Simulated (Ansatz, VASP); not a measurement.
One calculation of CaO, two programs

Contents of POSCAR:

```
CaO
1.0
    4.0797563428      0.0000000000      0.0000000000
   -2.0398781714      3.4476704080      0.0000000000
    0.0000000000      0.0000000000      4.7701151974
Ca O
2 2
Direct
    0.3313904615      0.6627809230      0.2500000000
    0.6686095385      0.3372190770      0.7500000000
    0.6681360384      0.3362720768      0.2500000000
    0.3318639616      0.6637279232      0.7500000000
```

Contents of INCAR.step1:

```
SYSTEM = CaO
PREC = Accurate ; ENCUT = 520
ISMEAR = 0 ; SIGMA = 0.01
LREAL = .FALSE. ; LASPH = .TRUE.
NELM = 80 ; NBANDS = 24
GGA = PE ; ALGO = Normal
EDIFF = 1E-4 ; LWAVE = .TRUE.
LCHARG = .FALSE.
```

File INCAR.step2:

```
SYSTEM = CaO
PREC = Accurate ; ENCUT = 520
EDIFF = 1E-7 ; ISMEAR = 0
SIGMA = 0.01 ; LREAL = .FALSE.
LASPH = .TRUE. ; NELM = 80
ALGO = Normal ; ISIF = 2
LWAVE = .FALSE. ; LCHARG = .TRUE.
METAGGA = R2SCAN ; LMIXTAU = .TRUE.
LELF = .TRUE. ; LVHAR = .TRUE.
NBANDS = 24 ; ISTART = 1
```

File KPOINTS:

```
regular mesh
0
G
  12 12 6
  0 0 0
```

Input for Ansatz:

```yaml
crystal:
  lattice:
    - [4.0797563428, 0.0, 0.0]
    - [-2.0398781714, 3.447670408, 0.0]
    - [0.0, 0.0, 4.7701151974]
  atoms:
    - { symbol: Ca, position: [0.3313904615, 0.662780923, 0.25] }
    - { symbol: Ca, position: [0.6686095385, 0.337219077, 0.75] }
    - { symbol: O, position: [0.6681360384, 0.3362720768, 0.25] }
    - { symbol: O, position: [0.3318639616, 0.6637279232, 0.75] }
kpoints:
  mp_grid: { grid: [12, 12, 6] }
  band_path:
    path:
      - [0.0, 0.0, 0.0]
      - [0.5, 0.0, 0.0]
      - [0.3333333333, 0.3333333333, 0.0]
      - [0.0, 0.0, 0.5]
      - [0.5, 0.0, 0.5]
      - [0.3333333333, 0.3333333333, 0.5]
    npoints: 1
hamiltonian:
  xc: r2scan
scf:
  occupations: { method: fixed }
  n_extra_bands: 5
output:
  forces: true
  stress: true
  eigenvalues: true
```

Change from the starting cell: uniaxial_x strain +2.5%.

Alike in both runs: task single point; functional r2SCAN; k mesh 12 × 12 × 6; no spin polarisation.

```csv
,VASP,Ansatz
version,VASP 6.6.1,Ansatz 0.2.0
potentials or method,"VASP PAW PBE potentials, release 64 (Ca_sv, O)","plane waves, PAW"
plane-wave cutoff (eV),520,500
occupations,"gaussian, width 0.01 eV",fixed
valence electrons in the cell,32,32
```

Ansatz gave:

* gap on the k mesh at the Fermi level (eV): 3.51
* pressure (GPa): -2.1
* traceless stress, the component that is largest in VASP (GPa): 0.88

What did VASP give for the same quantities?

gap on the k mesh at the Fermi level (eV): 3.48; pressure (GPa): -1.2; traceless stress, the component that is largest in VASP (GPa): 0.91.

VASP's potentials were made for PBE, not for r2SCAN.
